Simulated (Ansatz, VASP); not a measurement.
**Two plane-wave programs on C**

The input INCAR:

```
ALGO = Normal ; EDIFF = 1E-7
ENCUT = 520 ; GGA = CA
ISIF = 2 ; ISMEAR = 0
LASPH = T ; LCHARG = F
LREAL = F ; LWAVE = F
NBANDS = 26 ; NELM = 100
PREC = Accurate ; SIGMA = 0.05
```

KPOINTS

```
k-points
0
Gamma
  12 12 4
```

The input POSCAR:

```
C
1.0
    2.5186290723      0.0000000000      0.0000000000
   -1.2593145361      2.1811967593      0.0000000000
    0.0000000000      0.0000000000      8.0228736867
C
8
Direct
    0.0000000000      0.0000000000      0.0973191510
    0.0000000000      0.0000000000      0.5973191510
    0.0000000000      0.0000000000      0.4026808490
    0.0000000000      0.0000000000      0.9026808490
    0.3333333333      0.6666666667      0.1521368824
    0.6666666667      0.3333333333      0.6521368824
    0.3333333333      0.6666666667      0.3478631176
    0.6666666667      0.3333333333      0.8478631176
```

Input for Ansatz:

```yaml
crystal:
  lattice:
    - [2.5186290723, 0.0, 0.0]
    - [-1.2593145361, 2.1811967593, 0.0]
    - [0.0, 0.0, 8.0228736867]
  atoms:
    - { symbol: C, position: [0.0, 0.0, 0.097319151] }
    - { symbol: C, position: [0.0, 0.0, 0.597319151] }
    - { symbol: C, position: [0.0, 0.0, 0.402680849] }
    - { symbol: C, position: [0.0, 0.0, 0.902680849] }
    - { symbol: C, position: [0.3333333333, 0.6666666667, 0.1521368824] }
    - { symbol: C, position: [0.6666666667, 0.3333333333, 0.6521368824] }
    - { symbol: C, position: [0.3333333333, 0.6666666667, 0.3478631176] }
    - { symbol: C, position: [0.6666666667, 0.3333333333, 0.8478631176] }
basis:
  ecutwfc: 520.0
kpoints:
  mp_grid: { grid: [12, 12, 4] }
hamiltonian:
  xc: lda
  pseudopotentials: { kind: paw, azcp: { folder: soft_1 } }
scf:
  occupations: { method: gaussian, width: 0.05 }
output:
  forces: true
  stress: true
  eigenvalues: true
  write_density: true
  write_potential: true
  elf: true
  volumetric_format: npy
```

Change from the starting cell: mode 21 frozen in at +0.036 Å, strain +e along z and -e/2 along x and y -0.0233.

Alike in both runs: task single point; functional LDA; k mesh 12 × 12 × 4; occupations gaussian, width 0.05 eV; no spin polarisation.

```csv
,VASP,Ansatz
version,VASP 6.6.1,Ansatz 0.2.0
potentials or method,"VASP PAW LDA potentials, release 64 (C), cutoff 520 eV","scalar-relativistic, plane waves, PAW"
valence electrons in the cell,32,32
```

|  | VASP | Ansatz | Ansatz less VASP |
| --- | --- | --- | --- |
| gap on the k mesh at the Fermi level (eV) | 3.18 | 3.19 | +0.015 |
| least direct gap on the mesh (eV) | 4.51 | 4.51 | +0.006 |
| pressure (GPa) | 2.8 | 1.1 | -1.70 |
| traceless stress, the component that is largest in VASP (GPa) | 26.17 | 26.34 | +0.174 |
| rms of the force components (eV/Å) | 1.254 | 1.252 | -0.0015 |

Ansatz warns that its potentials were made for another functional, while VASP's fit it. LDA's correlation is that of Perdew and Zunger in VASP and of Perdew and Wang (1992) in Ansatz. Atom by atom the forces differ by 0.001 eV/Å (rms over components).
